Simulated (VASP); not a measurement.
# H12C11S10O6 in VASP: notebook

The runs below take H12C11S10O6 through single point, with PBE.

Everything below comes from runs of VASP 6.6.1. Logs are shortened: lines on timing, memory, paths and dates and some standing lists are left out, and cuts for length are marked.

## (1) The cell of the first run

The cell holds an amorphous packing of atoms, 39 atoms: a = 8.848 Å, b = 8.848 Å, c = 8.848 Å, α = 90.00°, β = 90.00°, γ = 90.00°.

## (2) Single point, PBE

INCAR reads:

```
SYSTEM = H12C11S10O6
PREC = Accurate ; ENCUT = 520
EDIFF = 1E-7 ; ISMEAR = -1
SIGMA = 0.02 ; LREAL = Auto
LASPH = .TRUE. ; NELM = 60
ALGO = Normal ; ISIF = 2
LWAVE = .FALSE. ; LCHARG = .TRUE.
GGA = PE ; LELF = .TRUE.
LVHAR = .TRUE. ; NBANDS = 101
```

KPOINTS reads:

```
Automatic mesh
0
G
  1 1 1
  0 0 0
```

POSCAR reads:

```
H12C11S10O6
1.0
    8.8484930000      0.0000000000      0.0000000000
    0.0000000000      8.8484930000      0.0000000000
    0.0000000000      0.0000000000      8.8484930000
S C O H
10 11 6 12
Direct
    0.8864673340      0.4992262524      1.0856650957
    0.9251744902      0.4065098995      0.7469407502
    0.5590104439      0.6732219825      0.8476019589
    0.2925921962      0.5132399381      0.6808730029
    0.4929766006      0.3100188925      0.3143925186
    0.5899309634      0.2022717315     -0.0124540981
    0.0235520331      0.7404763726      0.4452509597
   -0.0820139655      0.9457316630      0.1814320246
    0.6677521246     -0.0246595663      0.6251346981
    0.4993844715     -0.0590609045      0.3266770963
    0.9108556677      0.4557499226      0.9155344306
    0.4235749523      0.5964857519      0.7662773763
    0.5454262099      0.2667007817      0.1466690430
   -0.0405153736      0.8501786688      0.3220322376
    0.5823025458     -0.0488218728      0.4782509293
    0.2645196193      0.6233716860      0.2192689761
    0.0020003406      0.7953105687      0.8761152888
    0.9150258694      0.2407076550      0.3761318453
    0.2325367721      0.0509126243      0.6607113776
    0.1767984673      0.2299035553     -0.0101147167
    0.6915640889      0.5666614643      0.4012886714
    0.2457819654      0.6619206231      0.0911228613
   -0.0745663697      0.9090361489      0.8473194249
    1.0191452940      0.2713456404      0.4575016333
    0.2516812750     -0.0821269791      0.6793021139
    0.1099622275      0.2347066331      0.1076906542
    0.6589257628      0.5810028894      0.5333224539
    0.3661640462      0.6500767984      0.2923548677
    0.1833419544      0.5418436789      0.2699668746
    0.0162513549      0.7579708771      0.9912309362
    0.0351246252      0.7253890578      0.7800424321
    0.9137601171      0.2460305953      0.2535233966
    0.8100136374      0.2147823364      0.4357465164
    0.1232978316      0.1085608589      0.6797089629
    0.3220887444      0.1175680424      0.6162405282
    0.2086117941      0.3213767587     -0.0882975214
    0.2219473983      0.1195570816     -0.0554444695
    0.6339497585      0.6288415440      0.3025825980
    0.7911177643      0.4916204375      0.3719955477
```

Potentials or basis: VASP PAW PBE potentials, release 64 (S, C, O, H).

On the command line:

```
$ cat potpaw_PBE.64/S/POTCAR potpaw_PBE.64/C/POTCAR potpaw_PBE.64/O/POTCAR potpaw_PBE.64/H/POTCAR > POTCAR
$ mpirun -np 1 vasp_gam > vasp.out
```

OUTCAR:

```text
SYSTEM = H12C11S10O6
   PREC = Accurate
   ENCUT = 520
   EDIFF = 1E-7
   ISMEAR = -1
   LREAL = Auto
   LASPH = .TRUE.
   NELM = 60
   ISIF = 2
   GGA = PE

 ion  position               nearest neighbor table
   1  0.886  0.499  0.086-  11 1.57
   2  0.925  0.407  0.747-  11 1.56
   3  0.559  0.673  0.848-  12 1.55
   4  0.293  0.513  0.681-  12 1.57
   5  0.493  0.310  0.314-  13 1.60
   6  0.590  0.202  0.988-  13 1.57
   7  0.024  0.740  0.445-  14 1.57
   8  0.918  0.946  0.181-  14 1.55
   9  0.668  0.975  0.625-  15 1.52
  10  0.499  0.941  0.327-  15 1.53
  11  0.911  0.456  0.916-   2 1.56   1 1.57
  12  0.424  0.596  0.766-   3 1.55   4 1.57
  13  0.545  0.267  0.147-   6 1.57   5 1.60
  14  0.959  0.850  0.322-   8 1.55   7 1.57
  15  0.582  0.951  0.478-   9 1.52  10 1.53
  16  0.265  0.623  0.219-  29 1.11  28 1.13  22 1.20
  17  0.002  0.795  0.876-  30 1.08  31 1.09  23 1.24
  18  0.915  0.241  0.376-  32 1.09  33 1.09  24 1.20
  19  0.233  0.051  0.661-  35 1.06  34 1.11  25 1.20
  20  0.177  0.230  0.990-  36 1.10  37 1.13  26 1.20
  21  0.692  0.567  0.401-  39 1.13  38 1.15  27 1.21
  22  0.246  0.662  0.091-  16 1.20
  23  0.925  0.909  0.847-  17 1.24
  24  0.019  0.271  0.458-  18 1.20
  25  0.252  0.918  0.679-  19 1.20
  26  0.110  0.235  0.108-  20 1.20
  27  0.659  0.581  0.533-  21 1.21
[... 10 lines left out ...]
  38  0.634  0.629  0.303-  21 1.15
  39  0.791  0.492  0.372-  21 1.13

  LATTYP: Found a simple cubic cell.
 ALAT       =     8.8484930000

  Lattice vectors:

 A1 = (   8.8484930000,   0.0000000000,   0.0000000000)
 A2 = (   0.0000000000,   8.8484930000,   0.0000000000)
 A3 = (   0.0000000000,   0.0000000000,   8.8484930000)

Analysis of symmetry for initial positions (statically):
=====================================================================
 Subroutine PRICEL returns:
 Original cell was already a primitive cell.

 Routine SETGRP: Setting up the symmetry group for a
 simple cubic supercell.

 Subroutine GETGRP returns: Found  1 space group operations
 (whereof  1 operations were pure point group operations)
 out of a pool of 48 trial point group operations.

The static configuration has the point symmetry C_1 .

Analysis of symmetry for dynamics (positions and initial velocities):
=====================================================================
 Subroutine PRICEL returns:
 Original cell was already a primitive cell.

 Routine SETGRP: Setting up the symmetry group for a
 simple cubic supercell.

 Subroutine GETGRP returns: Found  1 space group operations
 (whereof  1 operations were pure point group operations)
 out of a pool of 48 trial point group operations.

The dynamic configuration has the point symmetry C_1 .

 Subroutine INISYM returns: Found  1 space group operations
 (whereof  1 operations are pure point group operations),
 and found     1 'primitive' translations

----------------------------------------------------------------------------------------

                                     Primitive cell

  volume of cell :     692.8001

  direct lattice vectors                    reciprocal lattice vectors
     8.848493000  0.000000000  0.000000000     0.113013595  0.000000000  0.000000000
     0.000000000  8.848493000  0.000000000     0.000000000  0.113013595  0.000000000
     0.000000000  0.000000000  8.848493000     0.000000000  0.000000000  0.113013595

  length of vectors
     8.848493000  8.848493000  8.848493000     0.113013595  0.113013595  0.113013595

  position of ions in fractional coordinates (direct lattice)
     0.886467334  0.499226252  0.085665096
     0.925174490  0.406509900  0.746940750
     0.559010444  0.673221983  0.847601959
     0.292592196  0.513239938  0.680873003
     0.492976601  0.310018892  0.314392519
     0.589930963  0.202271731  0.987545902
[... 31 lines left out ...]
     0.633949759  0.628841544  0.302582598
     0.791117764  0.491620438  0.371995548

  ion indices of the primitive-cell ions
   primitive index   ion index
                 1           1
[... 48 lines left out ...]
   TEBEG  =    0.0;   TEEND  =   0.0 temperature during run
   PSTRESS=    0.0 pullay stress
   NELECT =     152.0000    total number of electrons
   NUPDOWN=      -1.0000    fix difference up-down
   EMIN   =  10.00;   EMAX   =-10.00  energy-range for DOS
   EFERMI =   0.00;   METHOD = LEGACY
   ISMEAR =    -1;   SIGMA  =   0.02  broadening in eV -4-tet -1-fermi 0-gaus
   EFERMI_NEDOS =   21; number of points for ismear=-14 and -15
   IALGO  =     38    algorithm
   IMIX   =      4    mixing-type and parameters
     AMIX     =   0.40;   BMIX     =  1.00
     AMIX_MAG =   1.60;   BMIX_MAG =  1.00
  volume/ion in A,a.u.               =      17.76       119.88
  Fermi-wavevector in a.u.,A,eV,Ry     =   0.987385  1.865888 13.264728  0.974930
  Thomas-Fermi vector in A             =   2.118836
   LORBIT       =      0    0 simple, 1 ext, 2 COOP (PROOUT), +10 PAW based schemes
   GGA     = PE    functional components
   LHFCALC =     F    Hartree Fock is set to
   AEXX    =    0.0000 exact exchange contribution
   IVDW    =     0    specifies the selected vdW correction
   LEPSILON=     F    determine dielectric tensor
   LRPA    =     F    only Hartree local field effects (RPA)
 non-spin polarized calculation
  energy-cutoff  :      520.00
  volume of cell :      692.80
 maximum number of plane-waves:      9403
 NGX is ok and might be reduce to    70
   NGX = 33   NGY = 33   NGZ = 33

 number of electron     152.0000007 magnetization

 Free energy of the ion-electron system (eV)
  ---------------------------------------------------
  ext. energy  EPLUGINS =         0.00000000
  ---------------------------------------------------
  free energy    TOTEN  =      -215.14112889 eV

  energy without entropy =     -215.14112889  energy(sigma->0) =     -215.14112889

 E-fermi :  -0.4151     XC(G=0):  -7.1708

 val. band max:       -0.9564393003   @ k =   0.0000   0.0000   0.0000
 cond. band min:       1.4499037809   @ k =   0.0000   0.0000   0.0000
 fundamental gap:      2.4063430812
 Fermi energy:        -0.4150697905

 k-point     1 :       0.0000    0.0000    0.0000
  band No.  band energies     occupation
      1     -22.1306      2.00000
      2     -22.0121      2.00000
      3     -21.9472      2.00000
      4     -21.9035      2.00000
      5     -21.8731      2.00000
      6     -21.2159      2.00000
[... 80 lines left out ...]
     87       2.4248      0.00000
     88       2.5495      0.00000
 [bands above 88 left out]

------------------------ aborting loop because EDIFF is reached ----------------------------------------

  FORCE on cell =-STRESS in cart. coord.  units (eV):
  Direction    XX          YY          ZZ          XY          YZ          ZX
  --------------------------------------------------------------------------------------
  -------------------------------------------------------------------------------------
  Total        8.7914865      9.3598181      8.7163059      2.0684050     -1.8300419      0.6515922
  in kB       20.3312912     21.6456213     20.1574277      4.7834167     -4.2321756      1.5068796
  external PRESSURE =      20.7114467 kB  Pullay stress =       0.0000000 kB

 VOLUME and BASIS-vectors are now :
 -----------------------------------------------------------------------------
  energy-cutoff  :      520.00
  volume of cell :      692.80
      direct lattice vectors                 reciprocal lattice vectors
     8.848493000  0.000000000  0.000000000     0.113013595  0.000000000  0.000000000
     0.000000000  8.848493000  0.000000000     0.000000000  0.113013595  0.000000000
     0.000000000  0.000000000  8.848493000     0.000000000  0.000000000  0.113013595

 POSITION                                       TOTAL-FORCE (eV/Angst)
 -----------------------------------------------------------------------------------
      7.84390      4.41740      0.75801         0.015544     -0.017503     -0.665311
      8.18640      3.59700      6.60930        -0.030914      0.092765      0.264702
      4.94640      5.95700      7.50000        -0.448925     -0.139536      0.086391
      2.58900      4.54140      6.02470         0.229183      0.121573      0.045220
      4.36210      2.74320      2.78190         0.494128     -0.073437     -1.808579
      5.22000      1.78980      8.73829        -0.205889      0.474885      0.720200
[... 31 lines left out ...]
      5.60950      5.56430      2.67740         0.343340     -0.403025      0.755285
      7.00020      4.35010      3.29160        -0.421944      0.291294     -0.240710
 -----------------------------------------------------------------------------------
    total drift:                               -0.005999      0.016623     -0.040626

  FREE ENERGIE OF THE ION-ELECTRON SYSTEM (eV)
  ---------------------------------------------------
  free  energy   TOTEN  =      -215.1411288936 eV

  energy  without entropy=     -215.1411288936  energy(sigma->0) =     -215.14112889
```

Run time: 1.7 min. Hardware: 1 thread of Intel Xeon 6975P-C (Granite Rapids), shared host; peak memory 0.7 GiB.

What came out:

```yaml
Free_energy: -215.1411 eV
Pressure: 2.1 GPa
Largest_force: 2.515 eV/Å
Band_gap_on_the_k_mesh: 2.41 eV
```

Forces in eV/Å, atoms in the order of the input:
```
S    0.016 -0.018 -0.665
S   -0.031  0.093  0.265
S   -0.449 -0.140  0.086
S    0.229  0.122  0.045
S    0.494 -0.073 -1.809
S   -0.206  0.475  0.720
S   -0.317  0.371  0.159
S   -0.421  0.288  0.074
S    0.973  0.148  1.614
S   -0.761 -0.565 -1.258
C   -0.467 -0.017  0.266
C    0.222 -0.058  0.104
C   -0.465 -0.204  0.934
C    0.600 -0.624  0.070
C   -0.233  0.179 -0.359
C    0.295 -1.522  1.718
C   -1.734  1.245 -1.329
C   -1.613 -0.019  0.472
C   -1.001  0.303 -0.070
C    1.338 -1.481 -1.460
C    0.578 -0.145 -0.690
O    0.145  1.094 -1.639
O    0.611 -0.321  0.412
O    2.252  0.415  0.542
O    0.101 -1.528  0.401
O   -0.392  0.470  0.987
O   -0.412  0.272  0.038
H   -0.350  0.291 -0.369
H    0.009 -0.022  0.313
H    0.630 -0.227  0.675
H    0.607 -0.413 -0.087
H    0.300  0.071 -0.614
H   -0.930 -0.457 -0.229
H   -0.282  0.038  0.180
H    1.229  1.213 -0.545
H   -0.257  0.883  0.296
H   -0.228 -0.026  0.237
H    0.343 -0.403  0.755
H   -0.422  0.291 -0.241
```

Levels at points of the mesh, in eV from the valence-band top:
| k point | band 72 | band 73 | band 74 | band 75 | band 76 | band 77 | band 78 | band 79 | band 80 | band 81 |
| --- | --- | --- | --- | --- | --- | --- | --- | --- | --- | --- |
| (0.00, 0.00, 0.00) | -0.37 | -0.29 | -0.14 | -0.12 | 0.00 | 2.41 | 2.54 | 2.65 | 2.83 | 2.91 |

Caveat: the k points lie up to 0.71 Å⁻¹ apart.

(Part 1 of 2 ends here.)
